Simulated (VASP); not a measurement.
Wanted: the native input for a VASP 6.6.1 run.

- Task: single point
- Functional: RPBE
- Potentials or basis: VASP PAW PBE potentials, release 64 (I, Na_pv)
- Cutoff: 520 eV
- k mesh: 4 × 4 × 4
- Occupations: fermi-dirac, width 0.05 eV
- Spin: no spin polarisation
- Dipole correction: no
- Further INCAR settings: ALGO = Normal; EDIFF = 1e-06; NBANDS = 14

The structure of NaI lies in POSCAR:

```
NaI
1.0
    0.0000000000      3.2364000000      3.2364000000
    3.2364000000      0.0000000000      3.2364000000
    3.2364000000      3.2364000000      0.0000000000
I Na
1 1
Direct
    0.5000000000      0.5000000000      0.5000000000
    0.0000000000      0.0000000000      0.0000000000
```

The input as run:

INCAR

```
SYSTEM = NaI
ALGO     = Normal         ! electronic algorithm
EDIFF    = 1E-6           ! SCF threshold, eV
ENCUT    = 520            ! plane-wave cutoff, eV
GGA      = RP             ! functional
ISIF     = 2              ! what is computed and relaxed
ISMEAR   = -1             ! smearing method
LASPH    = .TRUE.         ! aspherical terms in the spheres
LCHARG   = .FALSE.        ! write CHGCAR
LREAL    = .FALSE.        ! projectors in reciprocal space
LWAVE    = .FALSE.        ! write WAVECAR
NBANDS   = 14             ! bands
NELM     = 60             ! most SCF steps
PREC     = Accurate       ! precision mode
SIGMA    = 0.05           ! smearing width, eV
```

KPOINTS

```
k-points
0
G
  4 4 4
  0 0 0
```

Potentials or basis: VASP PAW PBE potentials, release 64 (I, Na_pv).

Run with:

```sh
$ cat potpaw_PBE.64/I/POTCAR potpaw_PBE.64/Na_pv/POTCAR > POTCAR
$ mpirun -np 1 vasp_std > vasp.out
```

It gave:

The pressure is 1.7 GPa and the band gap on the k mesh is 3.90 eV, direct.

Caveat: the k points lie up to 0.42 Å⁻¹ apart; the PAW data sets were made with another functional, which shifts forces and pressure a little; spin-orbit coupling is left out, which moves the levels of the heavy elements.

It took 8.2 s on 1 thread of AMD EPYC 7R13 Processor (Zen 3), with other jobs on the host, peak memory 0.17 GiB.
